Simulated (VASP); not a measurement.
# Al (P3m1) in VASP: notebook

Al is run at these levels: r2SCAN; tasks: single point.

Everything below comes from runs of VASP 6.6.1. Logs are shortened: lines on timing, memory, paths and dates and some standing lists are left out, and cuts for length are marked.

## (1) The cell of the first run

The structure is trigonal, space group P3m1 (No. 156). Conventional cell: a = 2.822 Å, b = 2.822 Å, c = 9.262 Å, α = 90.00°, β = 90.00°, γ = 120.00°. Within 3.1 Å of Al (site symmetry 3m) lie 9 Al at 2.37 to 2.82 Å. Al (site symmetry 3m) has 12 Al at 2.82 to 3.34 Å within 3.7 Å. Al (site symmetry 3m) has 12 Al at 2.82 to 2.83 Å within 3.7 Å. Al (site symmetry 3m) has 12 Al at 2.37 to 2.83 Å within 3.1 Å.

## (2) Single point, r2SCAN (atom 1 (Al) moved -0.600 Å along Cartesian [0 0 1])

POSCAR reads:

```
Al
1.0
    2.8221979695      0.0000000000      0.0000000000
   -1.4110989848      2.4440951361      0.0000000000
    0.0000000000      0.0000000000      9.2620593401
Al
4
Direct
    0.0000000000      0.0000000000     -0.0647804098
    0.3333333333      0.6666666667      0.2500000000
    0.0000000000      0.0000000000      0.5000000000
    0.6666666667      0.3333333333      0.7500000000
```

INCAR.step1 reads:

```
PREC     = Accurate       # precision mode
ENCUT    = 520            # plane-wave cutoff, eV
ISMEAR   = 0              # smearing method
SIGMA    = 0.15           # smearing width, eV
LREAL    = F              # projectors in reciprocal space
LASPH    = T              # aspherical terms in the spheres
NELM     = 80             # most SCF steps
NBANDS   = 14             # bands
GGA      = PE             # functional
ALGO     = Normal         # electronic algorithm
EDIFF    = 1E-4           # SCF threshold, eV
LWAVE    = T              # write WAVECAR
LCHARG   = F              # write CHGCAR
```

INCAR.step2 reads:

```
PREC     = Accurate       # precision mode
ENCUT    = 520            # plane-wave cutoff, eV
EDIFF    = 1E-6           # SCF threshold, eV
ISMEAR   = 0              # smearing method
SIGMA    = 0.15           # smearing width, eV
LREAL    = F              # projectors in reciprocal space
LASPH    = T              # aspherical terms in the spheres
NELM     = 80             # most SCF steps
ALGO     = Normal         # electronic algorithm
ISIF     = 2              # what is computed and relaxed
LWAVE    = F              # write WAVECAR
LCHARG   = F              # write CHGCAR
METAGGA  = R2SCAN         # meta-GGA
LMIXTAU  = T            
NBANDS   = 14             # bands
ISTART   = 1
```

KPOINTS reads:

```
regular mesh
0
Gamma
  18 18 6
```

Potentials or basis: VASP PAW PBE potentials, release 64 (Al).

Started as:

```console
$ cat potpaw_PBE.64/Al/POTCAR > POTCAR
$ cp INCAR.step1 INCAR
$ mpirun -np 1 vasp_std > vasp.out
$ cp INCAR.step2 INCAR
$ mpirun -np 1 vasp_std > vasp.out
```

OUTCAR:

```text
PREC = Accurate
   ENCUT = 520
   EDIFF = 1E-6
   ISMEAR = 0
   LREAL = F
   LASPH = T
   NELM = 80
   ISIF = 2
   METAGGA = R2SCAN
   ISTART = 1

 ion  position               nearest neighbor table
   1  0.000  0.000  0.935-   4 2.37   4 2.37   4 2.37   2 3.34   2 3.34   2 3.34
   2  0.333  0.667  0.250-   3 2.83   3 2.83   3 2.83   1 3.34   1 3.34   1 3.34
   3  0.000  0.000  0.500-   2 2.83   4 2.83   4 2.83   2 2.83   4 2.83   2 2.83
   4  0.667  0.333  0.750-   1 2.37   1 2.37   1 2.37   3 2.83   3 2.83   3 2.83

  LATTYP: Found a hexagonal cell.
 ALAT       =     2.8221979695
 C/A-ratio  =     3.2818602523

  Lattice vectors:

 A1 = (   2.8221979695,   0.0000000000,   0.0000000000)
 A2 = (  -1.4110989848,   2.4440951361,   0.0000000000)
 A3 = (   0.0000000000,   0.0000000000,   9.2620593401)

Analysis of symmetry for initial positions (statically):
=====================================================================
 Subroutine PRICEL returns:
 Original cell was already a primitive cell.

 Routine SETGRP: Setting up the symmetry group for a
 hexagonal supercell.

 Subroutine GETGRP returns: Found  6 space group operations
 (whereof  6 operations were pure point group operations)
 out of a pool of 24 trial point group operations.

The static configuration has the point symmetry C_3v.

Analysis of symmetry for dynamics (positions and initial velocities):
=====================================================================
 Subroutine PRICEL returns:
 Original cell was already a primitive cell.

 Routine SETGRP: Setting up the symmetry group for a
 hexagonal supercell.

 Subroutine GETGRP returns: Found  6 space group operations
 (whereof  6 operations were pure point group operations)
 out of a pool of 24 trial point group operations.

The dynamic configuration has the point symmetry C_3v.

 Subroutine INISYM returns: Found  6 space group operations
 (whereof  6 operations are pure point group operations),
 and found     1 'primitive' translations

----------------------------------------------------------------------------------------

                                     Primitive cell

  volume of cell :      63.8871

  direct lattice vectors                    reciprocal lattice vectors
     2.822197969  0.000000000  0.000000000     0.354333754  0.204574688  0.000000000
    -1.411098985  2.444095136  0.000000000     0.000000000  0.409149376  0.000000000
[... 103 lines left out ...]
   EFERMI =   0.00;   METHOD = LEGACY
   ISMEAR =     0;   SIGMA  =   0.15  broadening in eV -4-tet -1-fermi 0-gaus
   EFERMI_NEDOS =   21; number of points for ismear=-14 and -15
   IALGO  =     38    algorithm
   IMIX   =      4    mixing-type and parameters
     AMIX     =   0.40;   BMIX     =  1.00
     AMIX_MAG =   1.60;   BMIX_MAG =  1.00
  volume/ion in A,a.u.               =      15.97       107.78
  Fermi-wavevector in a.u.,A,eV,Ry     =   0.937557  1.771725 11.959692  0.879013
  Thomas-Fermi vector in A             =   2.064680
   LORBIT       =      0    0 simple, 1 ext, 2 COOP (PROOUT), +10 PAW based schemes
   METAGGA = R2SCAN    functional components
   LHFCALC =     F    Hartree Fock is set to
   AEXX    =    0.0000 exact exchange contribution
   IVDW    =     0    specifies the selected vdW correction
   LEPSILON=     F    determine dielectric tensor
   LRPA    =     F    only Hartree local field effects (RPA)
 non-spin polarized calculation
 Gauss-broadening in eV      SIGMA  =   0.15
  energy-cutoff  :      520.00
  volume of cell :       63.89
 maximum number of plane-waves:      1736
 NGX is ok and might be reduce to    24
   NGX = 11   NGY = 11   NGZ = 35

 number of electron      12.0000000 magnetization

 Free energy of the ion-electron system (eV)
  ---------------------------------------------------
  ext. energy  EPLUGINS =         0.00000000
  ---------------------------------------------------
  free energy    TOTEN  =       -25.65493252 eV

  energy without entropy =      -25.63967405  energy(sigma->0) =      -25.64730328

 E-fermi :   8.2771     XC(G=0): -10.9631

 val. band max:        8.2682730794   @ k =   0.3333   0.2222   0.5000
 cond. band min:       8.2892481194   @ k =   0.2778   0.0000   0.5000
 fundamental gap:      0.0209750401
 Fermi energy:         8.2771499982

 k-point     1 :       0.0000    0.0000    0.0000
  band No.  band energies     occupation
      1      -4.3240      2.00000
      2      -2.5324      2.00000
      3      -1.1304      2.00000
      4       3.4886      2.00000
      5       3.6497      2.00000
      6      11.7282      0.00000
      7      12.2725      0.00000
      8      18.6385      0.00000
      9      18.6385      0.00000
     10      19.2217      0.00000
     11      19.2217      0.00000
     12      20.7992      0.00000
     13      20.7992      0.00000
     14      21.0066      0.00000
[... 377 lines left out ...]
      1       0.9373      2.00000
      2       2.7120      2.00000
      3       3.5622      2.00000
      4       4.1591      2.00000
      5       5.6066      2.00000
      6       6.9694      2.00000
      7       8.6173      0.00134
      8       8.7664      0.00000
      9      10.3737      0.00000
     10      11.3747      0.00000
     11      11.9941      0.00000
     12      12.6202      0.00000
     13      14.0670      0.00000
     14      16.6351      0.00000

 [... further k-points ...]

------------------------ aborting loop because EDIFF is reached ----------------------------------------

  FORCE on cell =-STRESS in cart. coord.  units (eV):
  Direction    XX          YY          ZZ          XY          YZ          ZX
  --------------------------------------------------------------------------------------
  -------------------------------------------------------------------------------------
  Total        2.4862952      2.4862952      5.5622711     -0.0000000      0.0000000      0.0000000
  in kB       62.3519624     62.3519624    139.4920947     -0.0000000      0.0000000      0.0000000
  external PRESSURE =      88.0653399 kB  Pullay stress =       0.0000000 kB

 VOLUME and BASIS-vectors are now :
 -----------------------------------------------------------------------------
  energy-cutoff  :      520.00
  volume of cell :       63.89
      direct lattice vectors                 reciprocal lattice vectors
     2.822197969  0.000000000  0.000000000     0.354333754  0.204574688  0.000000000
    -1.411098985  2.444095136  0.000000000     0.000000000  0.409149376  0.000000000
     0.000000000  0.000000000  9.262059340     0.000000000  0.000000000  0.107967350

 POSITION                                       TOTAL-FORCE (eV/Angst)
 -----------------------------------------------------------------------------------
      0.00000      0.00000      8.66206        -0.000000      0.000000      4.842465
     -0.00000      1.62940      2.31551         0.000000      0.000000     -0.605301
      0.00000      0.00000      4.63103         0.000000     -0.000000     -0.017717
      1.41110      0.81470      6.94654         0.000000      0.000000     -4.219447
 -----------------------------------------------------------------------------------
    total drift:                                0.000000      0.000000     -0.000132

  FREE ENERGIE OF THE ION-ELECTRON SYSTEM (eV)
  ---------------------------------------------------
  free  energy   TOTEN  =       -25.6549325220 eV

  energy  without entropy=      -25.6396740459  energy(sigma->0) =      -25.64730328
```

OSZICAR.step1:

```text
N       E                     dE             d eps       ncg     rms          rms(c)
DAV:   1     0.884580094392E+01    0.88458E+01   -0.42508E+03  5656   0.676E+02
DAV:   2    -0.135261201170E+02   -0.22372E+02   -0.20749E+02  7338   0.937E+01
DAV:   3    -0.142935606137E+02   -0.76744E+00   -0.76023E+00  7476   0.144E+01
DAV:   4    -0.143005294194E+02   -0.69688E-02   -0.69674E-02  6782   0.169E+00
DAV:   5    -0.143006391428E+02   -0.10972E-03   -0.10972E-03  7662   0.216E-01    0.365E+00
DAV:   6    -0.137963693230E+02    0.50427E+00   -0.24797E+00  6616   0.579E+00    0.192E+00
DAV:   7    -0.137301204763E+02    0.66249E-01   -0.27904E-01  6544   0.229E+00    0.113E+00
DAV:   8    -0.137109851527E+02    0.19135E-01   -0.27970E-02  7150   0.845E-01    0.322E-01
DAV:   9    -0.137082626684E+02    0.27225E-02   -0.32775E-03  6812   0.293E-01    0.118E-01
DAV:  10    -0.137081189494E+02    0.14372E-03   -0.21491E-04  6106   0.791E-02    0.822E-02
DAV:  11    -0.137080796908E+02    0.39259E-04   -0.50746E-05  3506   0.395E-02
   1 F= -.13708080E+02 E0= -.13699826E+02  d E =-.165083E-01
```

Wall time 7.3 min (1 thread of Intel Xeon 6975P-C, shared host); peak memory 0.28 GiB.

What came out:

| Property | Result |
| --- | --- |
| Free energy | -25.6549 eV |
| Pressure | 8.8 GPa |
| Largest force | 4.842 eV/Å |
| Band gap on the k mesh | zero (band 6 reaches 12.17 eV, above the bottom of band 7 at 6.96 eV) |

Forces on the atoms (eV/Å):
```
Al   0.000  0.000  4.842
Al   0.000  0.000 -0.605
Al   0.000  0.000 -0.018
Al   0.000  0.000 -4.219
```

Caveat: the cell differs from its parent crystal (atom 1 (Al) moved -0.600 Å along Cartesian [0 0 1]); the PAW data sets were made with another functional, which shifts forces and pressure a little.

## (3) Single point, r2SCAN (atom 1 (Al) moved +0.400 Å along Cartesian [0 0 1])

Changes to POSCAR since step 2:

```diff
@@ -8,3 +8,3 @@
 Direct
-    0.0000000000      0.0000000000     -0.0647804098
+    0.0000000000      0.0000000000      0.0431869399
     0.3333333333      0.6666666667      0.2500000000
```

INCAR.step1 reads:

```
SYSTEM = Al
ALGO     = Normal         ! electronic algorithm
EDIFF    = 1E-4           ! SCF threshold, eV
ENCUT    = 520            ! plane-wave cutoff, eV
GGA      = PE             ! functional
ISMEAR   = 0              ! smearing method
LASPH    = .True.         ! aspherical terms in the spheres
LCHARG   = .False.        ! write CHGCAR
LREAL    = .False.        ! projectors in reciprocal space
LWAVE    = .True.         ! write WAVECAR
NBANDS   = 14             ! bands
NELM     = 60             ! most SCF steps
PREC     = Accurate       ! precision mode
SIGMA    = 0.15           ! smearing width, eV
```

INCAR.step2 reads:

```
SYSTEM = Al
ALGO     = Normal         ! electronic algorithm
EDIFF    = 1E-7           ! SCF threshold, eV
ENCUT    = 520            ! plane-wave cutoff, eV
ISIF     = 2              ! what is computed and relaxed
ISMEAR   = 0              ! smearing method
ISTART   = 1            
LASPH    = .True.         ! aspherical terms in the spheres
LCHARG   = .True.         ! write CHGCAR
LELF     = .True.         ! ELF
LMIXTAU  = .True.       
LREAL    = .False.        ! projectors in reciprocal space
LVHAR    = .True.       
LWAVE    = .False.        ! write WAVECAR
METAGGA  = R2SCAN         ! meta-GGA
NBANDS   = 14             ! bands
NELM     = 60             ! most SCF steps
PREC     = Accurate       ! precision mode
SIGMA    = 0.15           ! smearing width, eV
```

KPOINTS reads:

```
k-points
0
Gamma
  18 18 6
  0 0 0
```

Potentials or basis: VASP PAW PBE potentials, release 64 (Al).

Started as:

```console
$ cat potpaw_PBE.64/Al/POTCAR > POTCAR
$ cp INCAR.step1 INCAR
$ mpirun -np 1 vasp_std > vasp.out
$ cp INCAR.step2 INCAR
$ mpirun -np 1 vasp_std > vasp.out
```

Wall time 9.2 min (1 thread of Intel Xeon 6975P-C, shared host); peak memory 0.29 GiB.

It converged, with:

```
Free energy            : -26.4009 eV
Pressure               : 3.6 GPa
Largest force          : 2.717 eV/Å
Band gap on the k mesh : zero (band 6 reaches 12.37 eV, above the bottom of band 7 at 6.89 eV)
```

Forces in eV/Å, atoms in the order of the input:
```
Al   0.000  0.000 -2.717
Al   0.000  0.000  2.130
Al   0.000  0.000  0.006
Al   0.000  0.000  0.581
```

Stress tensor (GPa, compression positive):
```
2.33 0.00 0.00
0.00 2.33 0.00
0.00 0.00 6.10
```

Levels at points of the mesh, in eV from the Fermi level:
| k point | band 3 | band 4 | band 5 | band 6 | band 7 | band 8 | band 9 | band 10 |
| --- | --- | --- | --- | --- | --- | --- | --- | --- |
| (0.00, 0.00, 0.00) | -9.66 | -4.97 | -4.64 | 3.47 | 3.90 | 11.08 | 11.08 | 11.48 |
| (0.50, 0.00, 0.00) | -4.54 | -4.37 | -3.21 | -3.03 | 1.00 | 1.37 | 1.60 | 1.83 |
| (0.00, 0.00, 0.50) | -8.20 | -7.53 | -1.18 | -0.68 | 8.79 | 8.98 | 11.12 | 11.12 |
| (0.50, 0.00, 0.50) | -5.01 | -4.81 | -2.21 | -1.51 | -1.41 | -0.82 | 4.64 | 4.92 |

Caveat: the cell differs from its parent crystal (atom 1 (Al) moved +0.400 Å along Cartesian [0 0 1]); the PAW data sets were made with another functional, which shifts forces and pressure a little.

## (4) Single point, r2SCAN (atom 1 (Al) moved +0.500 Å along Cartesian [0 0 1])

Changes to POSCAR since step 3:

```diff
@@ -8,3 +8,3 @@
 Direct
-    0.0000000000      0.0000000000      0.0431869399
+    0.0000000000      0.0000000000      0.0539836749
     0.3333333333      0.6666666667      0.2500000000
```

INCAR.step1 reads:

```
SYSTEM = Al
ALGO = Normal
EDIFF = 1E-4
ENCUT = 520
GGA = PE
ISMEAR = 0
LASPH = .TRUE.
LCHARG = .FALSE.
LREAL = .FALSE.
LWAVE = .TRUE.
NBANDS = 14
NELM = 80
PREC = Accurate
SIGMA = 0.15
```

INCAR.step2 reads:

```
SYSTEM = Al
ALGO = Normal
EDIFF = 1E-6
ENCUT = 520
ISIF = 2
ISMEAR = 0
ISTART = 1
LASPH = .TRUE.
LCHARG = .TRUE.
LELF = .TRUE.
LMIXTAU = .TRUE.
LREAL = .FALSE.
LVHAR = .TRUE.
LWAVE = .FALSE.
METAGGA = R2SCAN
NBANDS = 14
NELM = 80
PREC = Accurate
SIGMA = 0.15
```

KPOINTS reads:

```
k-points
0
G
  18 18 6
  0 0 0
```

Started as:

```console
$ cat potpaw_PBE.64/Al/POTCAR > POTCAR
$ cp INCAR.step1 INCAR
$ mpirun -np 1 vasp_std > vasp.out
$ cp INCAR.step2 INCAR
$ mpirun -np 1 vasp_std > vasp.out
```

It took 7 min on 1 thread of Intel Xeon 6975P-C, shared host; peak memory 0.28 GiB.

It converged, with:

```yaml
Free_energy: -26.0808 eV
Pressure: 5.9 GPa
Largest_force: 3.705 eV/Å
Band_gap_on_the_k_mesh: zero (band 6 reaches 12.29 eV, above the bottom of band 7 at 7.01 eV)
```

Forces on the atoms (eV/Å):
```
Al   0.000  0.000 -3.705
Al   0.000  0.000  3.078
Al   0.000  0.000  0.015
Al   0.000  0.000  0.613
```

Stress tensor (GPa, compression positive):
```
4.00 0.00 0.00
0.00 4.00 0.00
0.00 0.00 9.76
```

Levels at points of the mesh, in eV from the Fermi level:
```
           k point  band 3  band 4  band 5  band 6  band 7  band 8  band 9  band 10
(0.00, 0.00, 0.00)   -9.53   -4.87   -4.64    3.46    3.96   10.74   10.74    11.24
(0.50, 0.00, 0.00)   -4.61   -4.40   -3.12   -2.88    1.10    1.39    1.66     1.82
(0.00, 0.00, 0.50)   -8.23   -7.39   -1.21   -0.59    8.73    9.03   10.76    10.76
(0.50, 0.00, 0.50)   -4.98   -4.76   -2.23   -1.50   -1.28   -0.68    4.56     4.91
```

Caveat: the cell differs from its parent crystal (atom 1 (Al) moved +0.500 Å along Cartesian [0 0 1]); the PAW data sets were made with another functional, which shifts forces and pressure a little.

## (5) Single point, r2SCAN (atom 1 (Al) moved +0.300 Å along Cartesian [0 0 1])

Changes to POSCAR since step 4:

```diff
@@ -8,3 +8,3 @@
 Direct
-    0.0000000000      0.0000000000      0.0539836749
+    0.0000000000      0.0000000000      0.0323902049
     0.3333333333      0.6666666667      0.2500000000
```

INCAR.step1 reads:

```
SYSTEM = Al
ALGO = Normal
EDIFF = 1E-4
ENCUT = 520
GGA = PE
ISMEAR = 0
LASPH = .True.
LCHARG = .False.
LREAL = .False.
LWAVE = .True.
NBANDS = 14
NELM = 80
PREC = Accurate
SIGMA = 0.15
```

INCAR.step2 reads:

```
SYSTEM = Al
ALGO = Normal
EDIFF = 1E-7
ENCUT = 520
ISIF = 2
ISMEAR = 0
ISTART = 1
LASPH = .True.
LCHARG = .True.
LELF = .True.
LMIXTAU = .True.
LREAL = .False.
LVHAR = .True.
LWAVE = .False.
METAGGA = R2SCAN
NBANDS = 14
NELM = 80
PREC = Accurate
SIGMA = 0.15
```

KPOINTS reads:

```
k-points
0
Gamma
  18 18 6
  0 0 0
```

Started as:

```console
$ cat potpaw_PBE.64/Al/POTCAR > POTCAR
$ cp INCAR.step1 INCAR
$ mpirun -np 1 vasp_std > vasp.out
$ cp INCAR.step2 INCAR
$ mpirun -np 1 vasp_std > vasp.out
```

Wall time 15 min (1 thread of Intel Xeon 8259CL, shared host); peak memory 0.29 GiB.

It converged, with:

| Item | Value |
| --- | --- |
| Free energy | -26.6298 eV |
| Pressure | 1.8 GPa |
| Largest force | 1.888 eV/Å |
| Band gap on the k mesh | zero (band 6 reaches 12.43 eV, above the bottom of band 7 at 6.90 eV) |

Forces in eV/Å, atoms in the order of the input:
```
Al   0.000  0.000 -1.888
Al   0.000  0.000  1.373
Al   0.000  0.000  0.003
Al   0.000  0.000  0.511
```

Stress tensor (GPa, compression positive):
```
1.15 0.00 0.00
0.00 1.15 0.00
0.00 0.00 3.25
```

Levels at points of the mesh, in eV from the Fermi level:
```
           k point  band 4  band 5  band 6  band 7  band 8  band 9
(0.00, 0.00, 0.00)   -5.05   -4.64    3.50    3.84   11.36   11.36
(0.50, 0.00, 0.00)   -4.34   -3.30   -3.18    0.92    1.32    1.55
(0.00, 0.00, 0.50)   -7.68   -1.15   -0.76    8.82    8.93   11.43
(0.50, 0.00, 0.50)   -4.88   -2.18   -1.63   -1.43   -0.96    4.72
```

Caveat: the cell differs from its parent crystal (atom 1 (Al) moved +0.300 Å along Cartesian [0 0 1]); the PAW data sets were made with another functional, which shifts forces and pressure a little.
